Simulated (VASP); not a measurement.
# Ti2O (P-3m1) in VASP: further runs

The runs below take Ti2O through single point, with r2SCAN+U.

Everything below comes from runs of VASP 6.6.1. Logs are shortened: lines on timing, memory, paths and dates and some standing lists are left out, and cuts for length are marked.

## (1) The cell of the first run

It takes space group P-3m1 (No. 164, trigonal). The conventional cell has a = 2.731 Å, b = 2.731 Å, c = 4.889 Å, α = 90.00°, β = 90.00°, γ = 120.00°. Ti (site symmetry 3m) has 3 O at 2.06 Å and 9 Ti at 2.73 to 2.74 Å within 2.8 Å. Within 2.8 Å of O (site symmetry -3m) lie 6 Ti at 2.06 Å and 6 O at 2.73 Å.

## (2) Single point, r2SCAN+U (strain -0.080 along x and y, +0.000 along z)

Contents of POSCAR:

```
Ti2O
1.0
    2.7313094894      0.0000000000      0.0000000000
   -1.3656547447      2.3653834034      0.0000000000
    0.0000000000      0.0000000000      4.8887404327
Ti O
2 1
Direct
    0.6666666667      0.3333333333      0.2707615662
    0.3333333333      0.6666666667      0.7292384338
    0.0000000000      0.0000000000      0.0000000000
```

Contents of INCAR.step1:

```
SYSTEM = Ti2O
PREC = Accurate
ENCUT = 660
ISMEAR = 0
SIGMA = 0.15
LREAL = .FALSE.
LASPH = .TRUE.
NELM = 200
LMAXMIX = 4
LDAU = .TRUE.
LDAUTYPE = 2
LDAUL = 2 -1
LDAUU = 4 0
LDAUJ = 0 0
NBANDS = 22
GGA = PE
ALGO = Normal
EDIFF = 1E-5
LWAVE = .TRUE.
LCHARG = .FALSE.
GGA_COMPAT = .FALSE.
```

Contents of INCAR.step2:

```
SYSTEM = Ti2O
PREC = Accurate
ENCUT = 660
EDIFF = 1E-6
ISMEAR = 0
SIGMA = 0.15
LREAL = .FALSE.
LASPH = .TRUE.
NELM = 200
ALGO = Normal
ISIF = 2
LWAVE = .FALSE.
LCHARG = .TRUE.
LMAXMIX = 4
LDAU = .TRUE.
LDAUTYPE = 2
LDAUL = 2 -1
LDAUU = 4 0
LDAUJ = 0 0
LDAUPRINT = 1
METAGGA = R2SCAN
LMIXTAU = .TRUE.
LELF = .TRUE.
LVHAR = .TRUE.
NBANDS = 22
ISTART = 1
GGA_COMPAT = .FALSE.
```

Contents of KPOINTS:

```
Automatic mesh
0
G
  18 18 10
  0 0 0
```

Potentials or basis: VASP PAW PBE potentials, release 64 (Ti_sv, O).

On the command line:

```sh
$ cat potpaw_PBE.64/Ti_sv/POTCAR potpaw_PBE.64/O/POTCAR > POTCAR
$ cp INCAR.step1 INCAR
$ mpirun -np 1 vasp_std > vasp.out
$ cp INCAR.step2 INCAR
$ mpirun -np 1 vasp_std > vasp.out
```

OUTCAR:

```text
SYSTEM = Ti2O
   PREC = Accurate
   ENCUT = 660
   EDIFF = 1E-6
   ISMEAR = 0
   LREAL = .FALSE.
   LASPH = .TRUE.
   NELM = 200
   ISIF = 2
   METAGGA = R2SCAN
   ISTART = 1

 ion  position               nearest neighbor table
   1  0.667  0.333  0.271-   3 2.06   3 2.06   3 2.06   2 2.74   2 2.74   2 2.74
   2  0.333  0.667  0.729-   3 2.06   3 2.06   3 2.06   1 2.74   1 2.74   1 2.74
   3  0.000  0.000  0.000-   1 2.06   2 2.06   2 2.06   1 2.06   1 2.06   2 2.06

  LATTYP: Found a hexagonal cell.
 ALAT       =     2.7313094894
 C/A-ratio  =     1.7898888616

  Lattice vectors:

 A1 = (   2.7313094894,   0.0000000000,   0.0000000000)
 A2 = (  -1.3656547447,   2.3653834034,   0.0000000000)
 A3 = (   0.0000000000,   0.0000000000,   4.8887404327)

Analysis of symmetry for initial positions (statically):
=====================================================================
 Subroutine PRICEL returns:
 Original cell was already a primitive cell.

 Routine SETGRP: Setting up the symmetry group for a
 hexagonal supercell.

 Subroutine GETGRP returns: Found 12 space group operations
 (whereof 12 operations were pure point group operations)
 out of a pool of 24 trial point group operations.

The static configuration has the point symmetry D_3d.

Analysis of symmetry for dynamics (positions and initial velocities):
=====================================================================
 Subroutine PRICEL returns:
 Original cell was already a primitive cell.

 Routine SETGRP: Setting up the symmetry group for a
 hexagonal supercell.

 Subroutine GETGRP returns: Found 12 space group operations
 (whereof 12 operations were pure point group operations)
 out of a pool of 24 trial point group operations.

The dynamic configuration has the point symmetry D_3d.

 Subroutine INISYM returns: Found 12 space group operations
 (whereof 12 operations are pure point group operations),
 and found     1 'primitive' translations

----------------------------------------------------------------------------------------

                                     Primitive cell

  volume of cell :      31.5842

  direct lattice vectors                    reciprocal lattice vectors
     2.731309489  0.000000000  0.000000000     0.366124749  0.211382222  0.000000000
    -1.365654745  2.365383403  0.000000000     0.000000000  0.422764444  0.000000000
     0.000000000  0.000000000  4.888740433     0.000000000  0.000000000  0.204551666

  length of vectors
     2.731309489  2.731309489  4.888740433     0.422764444  0.422764444  0.204551666

  position of ions in fractional coordinates (direct lattice)
     0.666666667  0.333333333  0.270761566
     0.333333333  0.666666667  0.729238434
     0.000000000  0.000000000  0.000000000

  ion indices of the primitive-cell ions
   primitive index   ion index
                 1           1
                 2           2
                 3           3

----------------------------------------------------------------------------------------

 KPOINTS: Automatic mesh

Automatic generation of k-mesh.
 Grid dimensions read from file:
 generate k-points for:   18   18   10

 Generating k-lattice:

  Cartesian coordinates                     Fractional coordinates (reciprocal lattice)
     0.020340264  0.011743457  0.000000000     0.055555556  0.000000000  0.000000000
     0.000000000  0.023486914  0.000000000     0.000000000  0.055555556  0.000000000
     0.000000000  0.000000000  0.020455167     0.000000000  0.000000000  0.100000000

  Length of vectors
     0.023486914  0.023486914  0.020455167

  Shift w.r.t. Gamma in fractional coordinates (k-lattice)
     0.000000000  0.000000000  0.000000000

 Subroutine IBZKPT returns following result:
 ===========================================

 Found    330 irreducible k-points:

 Following reciprocal coordinates:
[... 46 lines left out ...]
   EDIFFG = 0.1E-04   stopping-criterion for IOM
   NSW    =      0    number of steps for IOM
   IBRION =     -1    ionic relax: 0-MD 1-quasi-New 2-CG
   NFREE  =      0    steps in history (QN), initial steepest desc. (CG)
   ISIF   =      2    stress and relaxation
   ISYM   =      2    0-nonsym 1-usesym 2-fastsym
   POTIM  = 0.5000    time-step for ionic-motion
   TEBEG  =    0.0;   TEEND  =   0.0 temperature during run
   PSTRESS=    0.0 pullay stress
   NELECT =      30.0000    total number of electrons
   NUPDOWN=      -1.0000    fix difference up-down
   EMIN   =  10.00;   EMAX   =-10.00  energy-range for DOS
   EFERMI =   0.00;   METHOD = LEGACY
   ISMEAR =     0;   SIGMA  =   0.15  broadening in eV -4-tet -1-fermi 0-gaus
   EFERMI_NEDOS =   21; number of points for ismear=-14 and -15
   IALGO  =     38    algorithm
   IMIX   =      4    mixing-type and parameters
     AMIX     =   0.40;   BMIX     =  1.00
     AMIX_MAG =   1.60;   BMIX_MAG =  1.00
  volume/ion in A,a.u.               =      10.53        71.05
  Fermi-wavevector in a.u.,A,eV,Ry     =   1.609257  3.041055 35.235122  2.589708
  Thomas-Fermi vector in A             =   2.704996
   LORBIT       =      0    0 simple, 1 ext, 2 COOP (PROOUT), +10 PAW based schemes
 LDA+U is selected, type is set to LDAUTYPE =  2
   angular momentum for each species LDAUL =     2   -1
   U (eV)           for each species LDAUU =   4.0  0.0
   J (eV)           for each species LDAUJ =   0.0  0.0
   METAGGA = R2SCAN    functional components
   LHFCALC =     F    Hartree Fock is set to
   AEXX    =    0.0000 exact exchange contribution
   IVDW    =     0    specifies the selected vdW correction
   LEPSILON=     F    determine dielectric tensor
   LRPA    =     F    only Hartree local field effects (RPA)
 non-spin polarized calculation
 Gauss-broadening in eV      SIGMA  =   0.15
  energy-cutoff  :      660.00
  volume of cell :       31.58
 maximum number of plane-waves:      1228
 NGX is ok and might be reduce to    24
   NGX = 11   NGY = 11   NGZ = 21

atom =   1  type =  1  l = 2

 onsite density matrix

spin component  1

  0.2184  0.0000 -0.0000  0.0212  0.0000
  0.0000  0.1515 -0.0000 -0.0000  0.0212
 -0.0000 -0.0000  0.2196  0.0000 -0.0000
  0.0212 -0.0000  0.0000  0.1515  0.0000
  0.0000  0.0212 -0.0000  0.0000  0.2184

spin component  2

  0.2184  0.0000 -0.0000  0.0212  0.0000
  0.0000  0.1515 -0.0000 -0.0000  0.0212
 -0.0000 -0.0000  0.2196  0.0000 -0.0000
  0.0212 -0.0000  0.0000  0.1515  0.0000
  0.0000  0.0212 -0.0000  0.0000  0.2184

 occupancies and eigenvectors

  o =  0.1453  v =  0.0000 -0.9603  0.0000 -0.0000  0.2791  0.0000  0.0000  0.0000  0.0000  0.0000      0.0000  0.0000  0.0000  0.0000  0.0000  0.0000  0.0000  0.0000  0.0000  0.0000
  o =  0.1453  v =  0.0000  0.0000  0.0000  0.0000  0.0000  0.0000 -0.9603  0.0000 -0.0000  0.2791      0.0000  0.0000  0.0000  0.0000  0.0000  0.0000  0.0000  0.0000  0.0000  0.0000
  o =  0.1453  v =  0.0000  0.0000  0.0000  0.0000  0.0000  0.2791  0.0000 -0.0000 -0.9603 -0.0000      0.0000  0.0000  0.0000  0.0000  0.0000  0.0000  0.0000  0.0000  0.0000  0.0000
  o =  0.1453  v =  0.2791  0.0000 -0.0000 -0.9603 -0.0000  0.0000  0.0000  0.0000  0.0000  0.0000      0.0000  0.0000  0.0000  0.0000  0.0000  0.0000  0.0000  0.0000  0.0000  0.0000
  o =  0.2196  v =  0.0000  0.0000  0.0000  0.0000  0.0000  0.0000  0.0000  1.0000  0.0000  0.0000      0.0000  0.0000  0.0000  0.0000  0.0000  0.0000  0.0000  0.0000  0.0000  0.0000
  o =  0.2196  v =  0.0000  0.0000  1.0000  0.0000  0.0000  0.0000  0.0000  0.0000  0.0000  0.0000      0.0000  0.0000  0.0000  0.0000  0.0000  0.0000  0.0000  0.0000  0.0000  0.0000
  o =  0.2245  v = -0.0001  0.2791 -0.0000 -0.0000  0.9603  0.0000  0.0000  0.0000  0.0000  0.0000      0.0000  0.0000  0.0000  0.0000  0.0000  0.0000  0.0000  0.0000  0.0000  0.0000
  o =  0.2245  v =  0.0000  0.0000  0.0000  0.0000  0.0000 -0.0001  0.2791 -0.0000 -0.0000  0.9603      0.0000  0.0000  0.0000  0.0000  0.0000  0.0000  0.0000  0.0000  0.0000  0.0000
  o =  0.2245  v =  0.9603  0.0000 -0.0000  0.2791  0.0001  0.0000  0.0000  0.0000  0.0000  0.0000      0.0000  0.0000  0.0000  0.0000  0.0000  0.0000  0.0000  0.0000  0.0000  0.0000
  o =  0.2245  v =  0.0000  0.0000  0.0000  0.0000  0.0000  0.9603  0.0000 -0.0000  0.2791  0.0001      0.0000  0.0000  0.0000  0.0000  0.0000  0.0000  0.0000  0.0000  0.0000  0.0000

atom =   2  type =  1  l = 2

 onsite density matrix

spin component  1

  0.2184  0.0000  0.0000  0.0212  0.0000
  0.0000  0.1515 -0.0000 -0.0000  0.0212
  0.0000 -0.0000  0.2196  0.0000 -0.0000
  0.0212 -0.0000  0.0000  0.1515  0.0000
  0.0000  0.0212 -0.0000  0.0000  0.2184

spin component  2

  0.2184  0.0000  0.0000  0.0212  0.0000
  0.0000  0.1515 -0.0000 -0.0000  0.0212
  0.0000 -0.0000  0.2196  0.0000 -0.0000
  0.0212 -0.0000  0.0000  0.1515  0.0000
  0.0000  0.0212 -0.0000  0.0000  0.2184

 occupancies and eigenvectors

  o =  0.1453  v = -0.0000  0.9603 -0.0000  0.0000 -0.2791  0.0000  0.0000  0.0000  0.0000  0.0000      0.0000  0.0000  0.0000  0.0000  0.0000  0.0000  0.0000  0.0000  0.0000  0.0000
  o =  0.1453  v =  0.0000  0.0000  0.0000  0.0000  0.0000 -0.0000  0.9603 -0.0000  0.0000 -0.2791      0.0000  0.0000  0.0000  0.0000  0.0000  0.0000  0.0000  0.0000  0.0000  0.0000
  o =  0.1453  v =  0.0000  0.0000  0.0000  0.0000  0.0000  0.2791  0.0000 -0.0000 -0.9603 -0.0000      0.0000  0.0000  0.0000  0.0000  0.0000  0.0000  0.0000  0.0000  0.0000  0.0000
  o =  0.1453  v =  0.2791  0.0000 -0.0000 -0.9603 -0.0000  0.0000  0.0000  0.0000  0.0000  0.0000      0.0000  0.0000  0.0000  0.0000  0.0000  0.0000  0.0000  0.0000  0.0000  0.0000
  o =  0.2196  v =  0.0000  0.0000  0.0000  0.0000  0.0000 -0.0000  0.0000  1.0000 -0.0000  0.0000      0.0000  0.0000  0.0000  0.0000  0.0000  0.0000  0.0000  0.0000  0.0000  0.0000
  o =  0.2196  v = -0.0000  0.0000  1.0000 -0.0000  0.0000  0.0000  0.0000  0.0000  0.0000  0.0000      0.0000  0.0000  0.0000  0.0000  0.0000  0.0000  0.0000  0.0000  0.0000  0.0000
  o =  0.2245  v =  0.0001 -0.2791  0.0000  0.0000 -0.9603  0.0000  0.0000  0.0000  0.0000  0.0000      0.0000  0.0000  0.0000  0.0000  0.0000  0.0000  0.0000  0.0000  0.0000  0.0000
  o =  0.2245  v =  0.0000  0.0000  0.0000  0.0000  0.0000  0.0001 -0.2791  0.0000  0.0000 -0.9603      0.0000  0.0000  0.0000  0.0000  0.0000  0.0000  0.0000  0.0000  0.0000  0.0000
  o =  0.2245  v =  0.9603  0.0000 -0.0000  0.2791  0.0001  0.0000  0.0000  0.0000  0.0000  0.0000      0.0000  0.0000  0.0000  0.0000  0.0000  0.0000  0.0000  0.0000  0.0000  0.0000
  o =  0.2245  v =  0.0000  0.0000  0.0000  0.0000  0.0000  0.9603  0.0000 -0.0000  0.2791  0.0001      0.0000  0.0000  0.0000  0.0000  0.0000  0.0000  0.0000  0.0000  0.0000  0.0000

 number of electron      30.0000003 magnetization

 Free energy of the ion-electron system (eV)
  ---------------------------------------------------
  ext. energy  EPLUGINS =         0.00000000
  ---------------------------------------------------
  free energy    TOTEN  =       -30.87528862 eV

  energy without entropy =      -30.86193461  energy(sigma->0) =      -30.86861161

 E-fermi :  12.4594     XC(G=0): -14.0126

 val. band max:       12.4480599774   @ k =   0.2778   0.1111   0.3000
 cond. band min:      12.4681137375   @ k =   0.3333   0.0000   0.2000
 fundamental gap:      0.0200537601
 Fermi energy:        12.4593863832

 k-point     1 :       0.0000    0.0000    0.0000
  band No.  band energies     occupation
      1     -48.0188      2.00000
      2     -47.8548      2.00000
      3     -23.8302      2.00000
      4     -22.8197      2.00000
      5     -22.6574      2.00000
      6     -22.6574      2.00000
[... 589 lines left out ...]
     21      16.7219      0.00000
     22      16.8871      0.00000

 [... further k-points ...]

------------------------ aborting loop because EDIFF is reached ----------------------------------------

  FORCE on cell =-STRESS in cart. coord.  units (eV):
  Direction    XX          YY          ZZ          XY          YZ          ZX
  --------------------------------------------------------------------------------------
  -------------------------------------------------------------------------------------
  Total       12.3549645     12.3549645      6.8464841      0.0000000     -0.0000000      0.0000000
  in kB      626.7331224    626.7331224    347.3031705      0.0000000     -0.0000000      0.0000000
  external PRESSURE =     533.5898051 kB  Pullay stress =       0.0000000 kB

 VOLUME and BASIS-vectors are now :
 -----------------------------------------------------------------------------
  energy-cutoff  :      660.00
  volume of cell :       31.58
      direct lattice vectors                 reciprocal lattice vectors
     2.731309489  0.000000000  0.000000000     0.366124749  0.211382222  0.000000000
    -1.365654745  2.365383403  0.000000000     0.000000000  0.422764444  0.000000000
     0.000000000  0.000000000  4.888740433     0.000000000  0.000000000  0.204551666

 POSITION                                       TOTAL-FORCE (eV/Angst)
 -----------------------------------------------------------------------------------
      1.36565      0.78846      1.32368         0.000000      0.000000      1.014277
     -0.00000      1.57692      3.56506        -0.000000     -0.000000     -1.014277
      0.00000      0.00000      0.00000        -0.000000      0.000000      0.000000
 -----------------------------------------------------------------------------------
    total drift:                                0.000000      0.000000     -0.000000

  FREE ENERGIE OF THE ION-ELECTRON SYSTEM (eV)
  ---------------------------------------------------
  free  energy   TOTEN  =       -30.8752886189 eV

  energy  without entropy=      -30.8619346064  energy(sigma->0) =      -30.86861161
```

Run time: 6.1 min. Hardware: 1 thread of Intel Xeon 6975P-C (Granite Rapids), shared host; peak memory 0.39 GiB.

Results:

| Quantity | Value |
| --- | --- |
| Free energy | -30.8753 eV |
| Pressure | 53.4 GPa |
| Largest force | 1.014 eV/Å |
| Band gap on the k mesh | zero (bands 15 and 16 overlap by 1.17 eV) |

Forces on the atoms (eV/Å):
```
Ti   0.000  0.000  1.014
Ti   0.000  0.000 -1.014
O    0.000  0.000  0.000
```

Stress tensor (GPa, compression positive):
```
62.67  0.00  0.00
 0.00 62.67  0.00
 0.00  0.00 34.73
```

Eigenvalues of the final occupation matrices:
```csv
site,spin,trace,eigenvalues
site 1 d,1,0.96,0.15 0.15 0.22 0.22 0.22
site 1 d,2,0.96,0.15 0.15 0.22 0.22 0.22
site 2 d,1,0.96,0.15 0.15 0.22 0.22 0.22
site 2 d,2,0.96,0.15 0.15 0.22 0.22 0.22
```

Caveat: the cell differs from its parent crystal (strain -0.080 along x and y, +0.000 along z); the stress differs along the axes, from 35 to 63 GPa; the PAW data sets were made with another functional, which shifts forces and pressure a little; U without spin polarisation on a metal has little footing.

## (3) Single point, r2SCAN+U (strain +0.040 along x and y, -0.080 along z)

Contents of POSCAR:

```
Ti2O
1.0
    3.0875672489      0.0000000000      0.0000000000
   -1.5437836245      2.6739116735      0.0000000000
    0.0000000000      0.0000000000      4.4976411981
Ti O
2 1
Direct
    0.6666666667      0.3333333333      0.2707615662
    0.3333333333      0.6666666667      0.7292384338
    0.0000000000      0.0000000000      0.0000000000
```

Contents of INCAR.step1:

```
SYSTEM = Ti2O
PREC     = Accurate       ! precision mode
ENCUT    = 660            ! plane-wave cutoff, eV
ISMEAR   = 0              ! smearing method
SIGMA    = 0.15           ! smearing width, eV
LREAL    = .False.        ! projectors in reciprocal space
LASPH    = .True.         ! aspherical terms in the spheres
NELM     = 200            ! most SCF steps
LMAXMIX  = 4              ! l up to which the mixer works
LDAU     = .True.         ! DFT+U
LDAUTYPE = 2            
LDAUL    = 2 -1           ! shell
LDAUU    = 4 0            ! U, eV
LDAUJ    = 0 0          
NBANDS   = 22             ! bands
GGA      = PE             ! functional
ALGO     = Normal         ! electronic algorithm
EDIFF    = 1E-5           ! SCF threshold, eV
LWAVE    = .True.         ! write WAVECAR
LCHARG   = .False.        ! write CHGCAR
GGA_COMPAT= .False.
```

Contents of INCAR.step2:

```
SYSTEM = Ti2O
PREC     = Accurate       ! precision mode
ENCUT    = 660            ! plane-wave cutoff, eV
EDIFF    = 1E-6           ! SCF threshold, eV
ISMEAR   = 0              ! smearing method
SIGMA    = 0.15           ! smearing width, eV
LREAL    = .False.        ! projectors in reciprocal space
LASPH    = .True.         ! aspherical terms in the spheres
NELM     = 200            ! most SCF steps
ALGO     = Normal         ! electronic algorithm
ISIF     = 2              ! what is computed and relaxed
LWAVE    = .False.        ! write WAVECAR
LCHARG   = .False.        ! write CHGCAR
LMAXMIX  = 4              ! l up to which the mixer works
LDAU     = .True.         ! DFT+U
LDAUTYPE = 2            
LDAUL    = 2 -1           ! shell
LDAUU    = 4 0            ! U, eV
LDAUJ    = 0 0          
LDAUPRINT= 1            
METAGGA  = R2SCAN         ! meta-GGA
LMIXTAU  = .True.       
NBANDS   = 22             ! bands
ISTART   = 1            
GGA_COMPAT= .False.
```

Contents of KPOINTS:

```
regular mesh
0
Gamma
  18 18 10
  0 0 0
```

Potentials or basis: VASP PAW PBE potentials, release 64 (Ti_sv, O).

On the command line:

```sh
$ cat potpaw_PBE.64/Ti_sv/POTCAR potpaw_PBE.64/O/POTCAR > POTCAR
$ cp INCAR.step1 INCAR
$ mpirun -np 1 vasp_std > vasp.out
$ cp INCAR.step2 INCAR
$ mpirun -np 1 vasp_std > vasp.out
```

Wall time 11 min (1 thread of Intel Xeon 6975P-C (Granite Rapids), shared host); peak memory 0.45 GiB.

Results (log left out):

- Free energy: -31.6281 eV
- Pressure: 6.9 GPa
- Largest force: 0.946 eV/Å
- Band gap on the k mesh: zero (bands 15 and 16 overlap by 0.80 eV)

Forces in eV/Å, atoms in the order of the input:
```
Ti   0.000  0.000 -0.946
Ti   0.000  0.000  0.946
O    0.000  0.000  0.000
```

Stress tensor (GPa, compression positive):
```
-4.48  0.00  0.00
 0.00 -4.48  0.00
 0.00  0.00 29.64
```

Levels at points of the mesh, in eV from the Fermi level:
```tsv
k point	band 12	band 13	band 14	band 15	band 16	band 17	band 18	band 19
(0.00, 0.00, 0.00)	-6.98	-4.62	-0.51	0.39	0.39	0.56	1.12	1.12
(0.50, 0.00, 0.00)	-7.29	-2.80	-1.99	-1.21	1.30	2.01	2.66	2.70
(0.00, 0.00, 0.50)	-7.06	-2.21	-1.69	-0.03	-0.03	1.51	1.78	2.03
(0.50, 0.00, 0.50)	-7.23	-1.91	-1.75	-0.58	-0.34	0.79	2.46	2.55
```

Eigenvalues of the final occupation matrices:
| site | spin | trace | eigenvalues |
| --- | --- | --- | --- |
| site 1 d | 1 | 0.88 | 0.15 0.15 0.18 0.18 0.22 |
| site 1 d | 2 | 0.88 | 0.15 0.15 0.18 0.18 0.22 |
| site 2 d | 1 | 0.88 | 0.15 0.15 0.18 0.18 0.22 |
| site 2 d | 2 | 0.88 | 0.15 0.15 0.18 0.18 0.22 |

Caveat: the cell differs from its parent crystal (strain +0.040 along x and y, -0.080 along z); the stress differs along the axes, from -4 to 30 GPa; the PAW data sets were made with another functional, which shifts forces and pressure a little; U without spin polarisation on a metal has little footing.

The gap in the log of VASP goes by the Fermi energy; the results here count the filled bands.